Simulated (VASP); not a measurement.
# C (P-3m1) in VASP: single point with r2SCAN

Aim: the single point of C with r2SCAN.

Everything below comes from runs of VASP 6.6.1. Logs are shortened: lines on timing, memory, paths and dates and some standing lists are left out, and cuts for length are marked.

## Step 1: The cell of the first run

The structure is trigonal, space group P-3m1 (No. 164). Conventional cell: a = 2.522 Å, b = 2.522 Å, c = 13.356 Å, α = 90.00°, β = 90.00°, γ = 120.00°. C (site symmetry 3m) has 4 C at 1.54 Å within 2.1 Å. Within 2.1 Å of C (site symmetry 3m) lie 4 C at 1.54 Å. C (site symmetry 3m) has 4 C at 1.54 Å within 2.1 Å. C (site symmetry 3m) has 4 C at 1.54 Å within 2.1 Å. C (site symmetry 3m) has 4 C at 1.54 Å within 2.1 Å. Within 2.1 Å of C (site symmetry 3m) lie 3 C at 1.54 Å.

## Step 2: Single point, r2SCAN (the distance across one plane changed)

Contents of POSCAR:

```
C
1.0
    1.7834000000     -1.7834000000      0.0000000000
    1.7834000000      0.0000000000     -1.7834000000
    7.7109502692      7.7109502692      7.7109502692
C
12
Direct
    0.6666666667      0.6666666667      0.2505857755
    0.0000000000      0.0000000000      0.0963981214
    0.3333333333      0.3333333333      0.4047734297
    0.6666666667      0.6666666667      0.7131487380
    1.0000000000      1.0000000000      0.5589610839
    0.3333333333      0.3333333333      0.8673363922
    0.6666666667      0.6666666667      0.3662265162
    1.0000000000      1.0000000000      0.2120388620
    0.3333333333      0.3333333333      0.5204141703
    0.6666666667      0.6666666667      0.8287894786
    0.0000000000      0.0000000000      0.6746018245
    0.3333333333      0.3333333333      0.0578512078
```

Contents of INCAR.step1:

```
PREC = Accurate
ENCUT = 520
ISMEAR = 0
SIGMA = 0.05
LREAL = False
LASPH = True
NELM = 60
NBANDS = 36
GGA = PE
ALGO = Normal
EDIFF = 1E-4
LWAVE = True
LCHARG = False
```

Contents of INCAR.step2:

```
PREC = Accurate
ENCUT = 520
EDIFF = 1E-7
ISMEAR = 0
SIGMA = 0.05
LREAL = False
LASPH = True
NELM = 60
ALGO = Normal
ISIF = 2
LWAVE = False
LCHARG = False
METAGGA = R2SCAN
LMIXTAU = True
NBANDS = 36
ISTART = 1
```

Contents of KPOINTS:

```
Automatic mesh
0
Gamma
  10 10 2
```

Potentials or basis: VASP PAW PBE potentials, release 64 (C).

On the command line:

```sh
> cat potpaw_PBE.64/C/POTCAR > POTCAR
> cp INCAR.step1 INCAR
> mpirun -np 1 vasp_std > vasp.out
> cp INCAR.step2 INCAR
> mpirun -np 1 vasp_std > vasp.out
```

OUTCAR:

```text
PREC = Accurate
   ENCUT = 520
   EDIFF = 1E-7
   ISMEAR = 0
   LREAL = False
   LASPH = True
   NELM = 60
   ISIF = 2
   METAGGA = R2SCAN
   ISTART = 1

 ion  position               nearest neighbor table
   1  0.667  0.667  0.251-   8 1.54   8 1.54   8 1.54   7 1.54
   2  0.000  0.000  0.096-   8 1.54  12 1.54  12 1.54  12 1.54
   3  0.333  0.333  0.405-   7 1.54   7 1.54   9 1.54   7 1.54
   4  0.667  0.667  0.713-  11 1.54  10 1.54  11 1.54  11 1.54
   5  0.000  0.000  0.559-  11 1.54   9 1.54   9 1.54   9 1.54
   6  0.333  0.333  0.867-  10 1.54  10 1.54  10 1.54
   7  0.667  0.667  0.366-   3 1.54   3 1.54   3 1.54   1 1.54
   8  0.000  0.000  0.212-   1 1.54   2 1.54   1 1.54   1 1.54
   9  0.333  0.333  0.520-   3 1.54   5 1.54   5 1.54   5 1.54
  10  0.667  0.667  0.829-   4 1.54   6 1.54   6 1.54   6 1.54
  11  0.000  0.000  0.675-   4 1.54   5 1.54   4 1.54   4 1.54
  12  0.333  0.333  0.058-   2 1.54   2 1.54   2 1.54

  LATTYP: Found a hexagonal cell.
 ALAT       =     2.5221084671
 C/A-ratio  =     5.2954731388

  Lattice vectors:

 A1 = (  -1.7834000000,   0.0000000000,   1.7834000000)
 A2 = (   1.7834000000,  -1.7834000000,  -0.0000000000)
 A3 = (   7.7109502692,   7.7109502692,   7.7109502692)

Analysis of symmetry for initial positions (statically):
=====================================================================
 Subroutine PRICEL returns:
 Original cell was already a primitive cell.

 Routine SETGRP: Setting up the symmetry group for a
 hexagonal supercell.

 Subroutine GETGRP returns: Found 12 space group operations
 (whereof  6 operations were pure point group operations)
 out of a pool of 24 trial point group operations.

The static configuration has the point symmetry C_3v.
 The point group associated with its full space group is D_3d.

Analysis of symmetry for dynamics (positions and initial velocities):
=====================================================================
 Subroutine PRICEL returns:
 Original cell was already a primitive cell.

 Routine SETGRP: Setting up the symmetry group for a
 hexagonal supercell.

 Subroutine GETGRP returns: Found 12 space group operations
 (whereof  6 operations were pure point group operations)
 out of a pool of 24 trial point group operations.

The dynamic configuration has the point symmetry C_3v.
 The point group associated with its full space group is D_3d.

 Subroutine INISYM returns: Found 12 space group operations
 (whereof  6 operations are pure point group operations),
 and found     1 'primitive' translations

----------------------------------------------------------------------------------------

                                     Primitive cell

  volume of cell :      73.5744

  direct lattice vectors                    reciprocal lattice vectors
     1.783400000 -1.783400000  0.000000000     0.186908901 -0.373817801  0.186908901
     1.783400000  0.000000000 -1.783400000     0.186908901  0.186908901 -0.373817801
     7.710950269  7.710950269  7.710950269     0.043228567  0.043228567  0.043228567

  length of vectors
     2.522108467  2.522108467 13.355757641     0.457831435  0.457831435  0.074874075

  position of ions in fractional coordinates (direct lattice)
     0.666666667  0.666666667  0.250585775
     0.000000000  0.000000000  0.096398121
     0.333333333  0.333333333  0.404773430
     0.666666667  0.666666667  0.713148738
     0.000000000  0.000000000  0.558961084
     0.333333333  0.333333333  0.867336392
     0.666666667  0.666666667  0.366226516
     0.000000000  0.000000000  0.212038862
     0.333333333  0.333333333  0.520414170
     0.666666667  0.666666667  0.828789479
     0.000000000  0.000000000  0.674601825
     0.333333333  0.333333333  0.057851208

  ion indices of the primitive-cell ions
   primitive index   ion index
                 1           1
                 2           2
                 3           3
                 4           4
                 5           5
                 6           6
                 7           7
                 8           8
                 9           9
                10          10
                11          11
                12          12

----------------------------------------------------------------------------------------

 KPOINTS: Automatic mesh

Automatic generation of k-mesh.
 Grid dimensions read from file:
 generate k-points for:   10   10    2

 Generating k-lattice:

  Cartesian coordinates                     Fractional coordinates (reciprocal lattice)
     0.018690890 -0.037381780  0.018690890     0.100000000  0.000000000  0.000000000
     0.018690890  0.018690890 -0.037381780     0.000000000  0.100000000  0.000000000
     0.021614284  0.021614284  0.021614284     0.000000000  0.000000000  0.500000000

  Length of vectors
     0.045783143  0.045783143  0.037437038

  Shift w.r.t. Gamma in fractional coordinates (k-lattice)
     0.000000000  0.000000000  0.000000000

 Subroutine IBZKPT returns following result:
 ===========================================

 Found     28 irreducible k-points:

 Following reciprocal coordinates:
            Coordinates               Weight
  0.000000  0.000000  0.000000      1.000000
  0.100000  0.000000  0.000000      6.000000
  0.200000  0.000000  0.000000      6.000000
  0.300000  0.000000  0.000000      6.000000
  0.400000  0.000000  0.000000      6.000000
  0.500000  0.000000  0.000000      3.000000
[... 16 lines left out ...]
  0.400000  0.100000  0.500000     12.000000
  0.500000  0.100000  0.500000     12.000000
 [... further k-points ...]
   k-points           NKPTS =     28   k-points in BZ     NKDIM =     28   number of bands    NBANDS=     36
   number of dos      NEDOS =    301   number of ions     NIONS =     12
   total plane-waves  NPLWV =  40000
   dimension x,y,z NGX =    20 NGY =   20 NGZ =  100
   dimension x,y,z NGXF=    40 NGYF=   40 NGZF=  200
   ions per type =              12
   NGX,Y,Z   is equivalent  to a cutoff of  13.18, 13.18, 12.45 a.u.
   NGXF,Y,Z  is equivalent  to a cutoff of  26.37, 26.37, 24.90 a.u.
 SYSTEM =  unknown system
   PREC   = accura    normal or accurate (medium, high low for compatibility)
   ISTART =      1    job   : 0-new  1-cont  2-samecut
   ICHARG =      0    charge: 1-file 2-atom 10-const
   ISPIN  =      1    spin polarized calculation?
   LNONCOLLINEAR =      F non collinear calculations
   LSORBIT =      F    spin-orbit coupling
   LASPH  =      T    aspherical Exc in radial PAW
   ENCUT  =  520.0 eV  38.22 Ry    6.18 a.u.   4.69  4.69 24.83*2*pi/ulx,y,z
   NELM   =     60;   NELMIN=  2; NELMDL=  0     # of ELM steps
   EDIFF  = 0.1E-06   stopping-criterion for ELM
   LREAL  =      F    real-space projection
   EDIFFG = 0.1E-05   stopping-criterion for IOM
   NSW    =      0    number of steps for IOM
   IBRION =     -1    ionic relax: 0-MD 1-quasi-New 2-CG
   NFREE  =      0    steps in history (QN), initial steepest desc. (CG)
   ISIF   =      2    stress and relaxation
   ISYM   =      2    0-nonsym 1-usesym 2-fastsym
   POTIM  = 0.5000    time-step for ionic-motion
   TEBEG  =    0.0;   TEEND  =   0.0 temperature during run
   PSTRESS=    0.0 pullay stress
   NELECT =      48.0000    total number of electrons
   NUPDOWN=      -1.0000    fix difference up-down
   EMIN   =  10.00;   EMAX   =-10.00  energy-range for DOS
   EFERMI =   0.00;   METHOD = LEGACY
   ISMEAR =     0;   SIGMA  =   0.05  broadening in eV -4-tet -1-fermi 0-gaus
   EFERMI_NEDOS =   21; number of points for ismear=-14 and -15
   IALGO  =     38    algorithm
   IMIX   =      4    mixing-type and parameters
     AMIX     =   0.40;   BMIX     =  1.00
     AMIX_MAG =   1.60;   BMIX_MAG =  1.00
  volume/ion in A,a.u.               =       6.13        41.38
  Fermi-wavevector in a.u.,A,eV,Ry     =   1.419863  2.683151 27.429482  2.016010
  Thomas-Fermi vector in A             =   2.540839
   LORBIT       =      0    0 simple, 1 ext, 2 COOP (PROOUT), +10 PAW based schemes
   METAGGA = R2SCAN    functional components
   LHFCALC =     F    Hartree Fock is set to
   AEXX    =    0.0000 exact exchange contribution
   IVDW    =     0    specifies the selected vdW correction
   LEPSILON=     F    determine dielectric tensor
   LRPA    =     F    only Hartree local field effects (RPA)
 non-spin polarized calculation
 Gauss-broadening in eV      SIGMA  =   0.05
  energy-cutoff  :      520.00
  volume of cell :       73.57
 maximum number of plane-waves:      2002
   NGX =  9   NGY =  9   NGZ = 49

 number of electron      48.0000001 magnetization

 Free energy of the ion-electron system (eV)
  ---------------------------------------------------
  ext. energy  EPLUGINS =         0.00000000
  ---------------------------------------------------
  free energy    TOTEN  =      -114.92457734 eV

  energy without entropy =     -114.92457734  energy(sigma->0) =     -114.92457734

 E-fermi :   8.9768     XC(G=0): -13.7336

 val. band max:        8.7611626250   @ k =   0.0000   0.0000   0.0000
 cond. band min:      10.1506022975   @ k =   0.5000   0.0000   0.0000
 fundamental gap:      1.3894396725
 Fermi energy:         8.9767895082

 k-point     1 :       0.0000    0.0000    0.0000
  band No.  band energies     occupation
      1     -14.1970      2.00000
      2     -13.5489      2.00000
      3     -12.6300      2.00000
      4     -11.2912      2.00000
      5     -10.0146      2.00000
      6      -8.6371      2.00000
[... 28 lines left out ...]
     35      16.9955      0.00000
     36      17.0983      0.00000
[... 866 lines left out ...]
      6      -5.1720      2.00000
[... 28 lines left out ...]
     35      18.2770      0.00000
     36      19.2117      0.00000

 [... further k-points ...]

------------------------ aborting loop because EDIFF is reached ----------------------------------------

  FORCE on cell =-STRESS in cart. coord.  units (eV):
  Direction    XX          YY          ZZ          XY          YZ          ZX
  --------------------------------------------------------------------------------------
  -------------------------------------------------------------------------------------
  Total       -4.0568170     -4.0568170     -4.0568170     -2.6416797     -2.6416797     -2.6416797
  in kB      -88.3424247    -88.3424247    -88.3424247    -57.5259844    -57.5259844    -57.5259844
  external PRESSURE =     -88.3424247 kB  Pullay stress =       0.0000000 kB

 VOLUME and BASIS-vectors are now :
 -----------------------------------------------------------------------------
  energy-cutoff  :      520.00
  volume of cell :       73.57
      direct lattice vectors                 reciprocal lattice vectors
     1.783400000 -1.783400000  0.000000000     0.186908901 -0.373817801  0.186908901
     1.783400000  0.000000000 -1.783400000     0.186908901  0.186908901 -0.373817801
     7.710950269  7.710950269  7.710950269     0.043228567  0.043228567  0.043228567

 POSITION                                       TOTAL-FORCE (eV/Angst)
 -----------------------------------------------------------------------------------
      4.31012      0.74332      0.74332        -0.079183     -0.079183     -0.079183
      0.74332      0.74332      0.74332        -1.988010     -1.988010     -1.988010
      4.31012      2.52672      2.52672        -0.011838     -0.011838     -0.011838
      7.87692      4.31012      4.31012        -0.298129     -0.298129     -0.298129
      4.31012      4.31012      4.31012        -0.029226     -0.029226     -0.029226
      7.87692      6.09352      6.09352        -0.182674     -0.182674     -0.182674
      5.20182      1.63502      1.63502         0.029226      0.029226      0.029226
      1.63502      1.63502      1.63502         0.298129      0.298129      0.298129
      5.20182      3.41842      3.41842         0.011838      0.011838      0.011838
      8.76862      5.20182      5.20182         1.988010      1.988010      1.988010
      5.20182      5.20182      5.20182         0.079183      0.079183      0.079183
      1.63502     -0.14838     -0.14838         0.182674      0.182674      0.182674
 -----------------------------------------------------------------------------------
    total drift:                                0.000002      0.000002      0.000002

  FREE ENERGIE OF THE ION-ELECTRON SYSTEM (eV)
  ---------------------------------------------------
  free  energy   TOTEN  =      -114.9245773429 eV

  energy  without entropy=     -114.9245773429  energy(sigma->0) =     -114.92457734
```

It took 6.5 min on 1 thread of AMD EPYC 7R43 (Zen 3), shared host; peak memory 0.17 GiB.

Results:

```yaml
Free_energy: -114.9246 eV
Pressure: -8.8 GPa
Largest_force: 3.443 eV/Å
```

Forces on the atoms (eV/Å):
```
C   -0.079 -0.079 -0.079
C   -1.988 -1.988 -1.988
C   -0.012 -0.012 -0.012
C   -0.298 -0.298 -0.298
C   -0.029 -0.029 -0.029
C   -0.183 -0.183 -0.183
C    0.029  0.029  0.029
C    0.298  0.298  0.298
C    0.012  0.012  0.012
C    1.988  1.988  1.988
C    0.079  0.079  0.079
C    0.183  0.183  0.183
```

Caveat: the cell differs from its parent crystal (the distance across one plane changed); the cell stands under tension; the PAW data sets were made with another functional, which shifts forces and pressure a little.
